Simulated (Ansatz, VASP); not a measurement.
NaAl2 in VASP and in Ansatz

```
Na Al
1.0
     6.17775    0.00000    0.00000
    -3.08888    5.35009    0.00000
     0.00000    0.00000    3.78696
Na Al
1 2
Direct
  0.66667 0.33333 0.50000
  0.00000 0.00000 0.00000
  0.33333 0.66667 0.50000
```

Alike in both runs: task single point; functional PBE; k mesh 3 × 3 × 4; occupations gaussian, width 0.1 eV; no spin polarisation.

|  | VASP | Ansatz |
| --- | --- | --- |
| version | VASP 6.6.1 | Ansatz 0.2.0 |
| potentials or method | VASP PAW PBE potentials, release 64 (Na_pv, Al), cutoff 500 eV | scalar-relativistic, plane waves, PAW |
| valence electrons in the cell | 13 | 15 |

|  | VASP | Ansatz | Ansatz less VASP |
| --- | --- | --- | --- |
| gap on the k mesh at the Fermi level (eV) | none | none | - |
| pressure (GPa) | -4.9 | -4.9 | +0.02 |
| traceless stress, the component that is largest in VASP (GPa) | -1.66 | -1.66 | 0.000 |

A gap of «none» marks a metal or a gap that the smearing closes. With one functional, cell and mesh, what is left measures potentials, basis and numerics. VASP's potentials hold 13 valence electrons a cell and Ansatz's 15, so a difference there can come from the potentials and not from the codes.

The k mesh is coarse, so the values compare programs but aren't converged.
